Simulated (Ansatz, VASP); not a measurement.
**Mg5O in VASP and in Ansatz**

The input INCAR:

```
PREC = Accurate
ENCUT = 600
EDIFF = 1E-6
ISMEAR = 0
SIGMA = 0.1
LREAL = F
LASPH = T
NELM = 150
ALGO = Normal
ISIF = 3
LWAVE = F
LCHARG = F
ISPIN = 2
MAGMOM = 0 0 0 0 0 1
LORBIT = 11
GGA = PE
IBRION = 2
NSW = 90
EDIFFG = -0.04
```

KPOINTS

```
Automatic mesh
0
Gamma
  4 4 4
```

POSCAR

```
Mg5O
1.0
    0.0000000000      3.5748630900      3.5748630900
    3.5748630900      0.0000000000      3.5748630900
    3.5748630900      3.5748630900      0.0000000000
Mg O
5 1
Direct
    0.1250000000      0.6250000000      0.6250000000
    0.6250000000      0.6250000000      0.6250000000
    0.6250000000      0.1250000000      0.6250000000
    0.6250000000      0.6250000000      0.1250000000
    0.2500000000      0.2500000000      0.2500000000
    0.0000000000      0.0000000000      0.0000000000
```

Input for Ansatz:

```yaml
crystal:
  lattice:
    - [0.0, 3.57486309, 3.57486309]
    - [3.57486309, 0.0, 3.57486309]
    - [3.57486309, 3.57486309, 0.0]
  atoms:
    - { symbol: Mg, position: [0.125, 0.625, 0.625] }
    - { symbol: Mg, position: [0.625, 0.625, 0.625] }
    - { symbol: Mg, position: [0.625, 0.125, 0.625] }
    - { symbol: Mg, position: [0.625, 0.625, 0.125] }
    - { symbol: Mg, position: [0.25, 0.25, 0.25] }
    - { symbol: O, position: [0.0, 0.0, 0.0], spin: 1.0 }
basis:
  ecutwfc: 420
kpoints:
  mp_grid: { grid: [4, 4, 4] }
hamiltonian:
  xc: pbe
scf:
  occupations: { method: gaussian, width: 0.1 }
  lower_state_search: "off"
output:
  forces: true
  stress: true
  eigenvalues: true
  populations: true
magnetization:
  spin_polarized: true
relax:
  adjacent_minimum: "off"
  f_tol: 0.04
  max_steps: 70
  cell: { stress_tol: 0.4 }
```

Change from the starting cell: species swapped into the ErCu5 type (F-43m, No. 216).

Alike in both runs: task relaxation of cell and atoms; functional PBE; k mesh 4 × 4 × 4; occupations gaussian, width 0.1 eV; collinear spin.

```csv
,VASP,Ansatz
version,VASP 6.6.1,Ansatz 0.2.0
potentials or method,"VASP PAW PBE potentials, release 64 (Mg, O), cutoff 600 eV","scalar-relativistic, plane waves, PAW"
valence electrons in the cell,16,56
```

Ansatz gave:

| Property | Result |
| --- | --- |
| gap on the k mesh at the Fermi level, each at its own relaxed structure (eV) | none |
| net moment per atom (μB) | 0.24 |
| size of the moment on the site where the two differ most (μB) | 0.62 |
| relaxed volume (Å³/atom) | 21.76 |
| relaxed cell length with the largest relative difference (Å) | 5.694 |

Problem. Which values does VASP return?

Solution. gap on the k mesh at the Fermi level, each at its own relaxed structure (eV): none; net moment per atom (μB): 0.00; size of the moment on the site where the two differ most (μB): 0.00; relaxed volume (Å³/atom): 21.81; relaxed cell length with the largest relative difference (Å): 5.699.

The net moments are unlike, so the other rows may belong to different states. Site moments also hang on the region over which each program counts them. A gap of «none» marks a metal or a gap that the smearing closes. VASP's potentials hold 16 valence electrons a cell and Ansatz's 56, so a difference there can come from the potentials and not from the codes.

The k mesh is coarse, so the values compare programs but aren't converged. Noted on VASP's run: the volume moved by over 15 % at a fixed basis, so the end points are rough.
